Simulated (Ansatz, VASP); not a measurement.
# Fe in VASP and in Ansatz

INCAR

```
ALGO = Normal ; EDIFF = 1E-8
ENCUT = 520 ; GGA = PE
ISIF = 2 ; ISMEAR = -1
ISPIN = 2 ; LASPH = True
LCHARG = False ; LEFG = True
LMAXMIX = 4 ; LORBIT = 11
LREAL = False ; LWAVE = False
MAGMOM = 3 ; NBANDS = 14
NELM = 150 ; PREC = Accurate
SIGMA = 0.05
```

KPOINTS

```
k-points
0
Gamma
  16 16 16
```

Contents of POSCAR:

```
Fe
1.0
    0.0000000000      1.9021012276      1.9249897192
    1.4678507246      0.0000000000      1.9249897192
    1.4678507246      1.9021012276      0.0000000000
Fe
1
Direct
    0.0000000000      0.0000000000      0.0000000000
```

Input for Ansatz:

```yaml
crystal:
  lattice:
    - [0.0, 1.9021012276, 1.9249897192]
    - [1.4678507246, 0.0, 1.9249897192]
    - [1.4678507246, 1.9021012276, 0.0]
  atoms:
    - { symbol: Fe, position: [0.0, 0.0, 0.0], spin: 3.0 }
magnetization:
  spin_polarized: true
kpoints:
  mp_grid: { grid: [16, 16, 16] }
scf:
  occupations: { method: fermi_dirac, width: 0.05 }
hamiltonian:
  xc: pbe
  pseudopotentials: { kind: paw }
output:
  forces: true
  stress: true
  eigenvalues: true
  efg: { contact_densities: true }
```

Change from the starting cell: volume scaled by 0.94, PAW files.

Alike in both runs: task electric field gradients; functional PBE; k mesh 16 × 16 × 16; occupations fermi-dirac, width 0.05 eV; collinear spin.

```csv
,VASP,Ansatz
version,VASP 6.6.1,Ansatz 0.2.0
potentials or method,"VASP PAW PBE potentials, release 64 (Fe)","PAW with Ansatz's default frozen-core files, scalar-relativistic"
plane-wave cutoff (eV),520,420
valence electrons in the cell,8,16
```

```csv
,VASP,Ansatz,Ansatz less VASP
pressure (GPa),12.2,12.5,+0.25
"traceless stress, the component that is largest in VASP (GPa)",-7.05,-7.18,-0.128
net moment per atom (μB),2.09,2.07,-0.021
size of the moment on the site where the two differ most (μB),2.08,2.11,+0.028
size of Vzz on the site where it differs most (V/Å²),9.4,10.4,+0.98
```

Site moments also hang on the region over which each program counts them. With one functional, cell and mesh, what is left measures potentials, basis and numerics. VASP's potentials hold 8 valence electrons a cell and Ansatz's 16, so a difference there can come from the potentials and not from the codes.
